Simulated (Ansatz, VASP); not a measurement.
## Zr in VASP and in Ansatz

The input INCAR:

```
SYSTEM = Zr
PREC = Accurate
ENCUT = 520
EDIFF = 1E-6
ISMEAR = 0
SIGMA = 0.1
LREAL = .FALSE.
LASPH = .TRUE.
NELM = 80
ALGO = Normal
ISIF = 2
LWAVE = .FALSE.
LCHARG = .FALSE.
GGA = PS
NBANDS = 25
```

Contents of KPOINTS:

```
Automatic mesh
0
G
  6 6 4
  0 0 0
```

The input POSCAR:

```
Zr
1.0
    4.1829782961      0.0000000000      0.0000000000
   -2.0914891481      3.6225654680      0.0000000000
    0.0000000000      0.0000000000      4.7457289016
Zr
3
Direct
    0.2254000000      0.0000000000      0.3333333333
    0.0000000000      0.2254000000      0.6666666667
    0.7746000000      0.7746000000      0.0000000000
```

Input for Ansatz:

```yaml
crystal:
  lattice:
    - [4.1829782961, 0.0, 0.0]
    - [-2.0914891481, 3.622565468, 0.0]
    - [0.0, 0.0, 4.7457289016]
  atoms:
    - { symbol: Zr, position: [0.2254, 0.0, 0.3333333333] }
    - { symbol: Zr, position: [0.0, 0.2254, 0.6666666667] }
    - { symbol: Zr, position: [0.7746, 0.7746, 0.0] }
basis:
  ecutwfc: 420
kpoints:
  mp_grid: { grid: [6, 6, 4] }
hamiltonian:
  xc: pbesol
scf:
  occupations: { method: gaussian, width: 0.1 }
  lower_state_search: "off"
output:
  forces: true
  stress: true
  eigenvalues: true
```

Alike in both runs: task single point; functional PBEsol; k mesh 6 × 6 × 4; occupations gaussian, width 0.1 eV; no spin polarisation.

```csv
,VASP,Ansatz
version,VASP 6.6.1,Ansatz 0.2.0
potentials or method,"VASP PAW PBE potentials, release 64 (Zr_sv), cutoff 520 eV","scalar-relativistic, plane waves, PAW"
valence electrons in the cell,36,36
```

Ansatz gave:

* gap on the k mesh at the Fermi level (eV): none
* pressure (GPa): 6.2
* traceless stress, the component that is largest in VASP (GPa): -0.29
* rms of the force components (eV/Å): 2.320

What did VASP give for the same quantities?

gap on the k mesh at the Fermi level (eV): none; pressure (GPa): 6.9; traceless stress, the component that is largest in VASP (GPa): 0.02; rms of the force components (eV/Å): 2.415.

VASP's potentials were made for PBE, not for PBEsol. Atom by atom the forces differ by 0.094 eV/Å (rms over components). A gap of «none» marks a metal or a gap that the smearing closes.
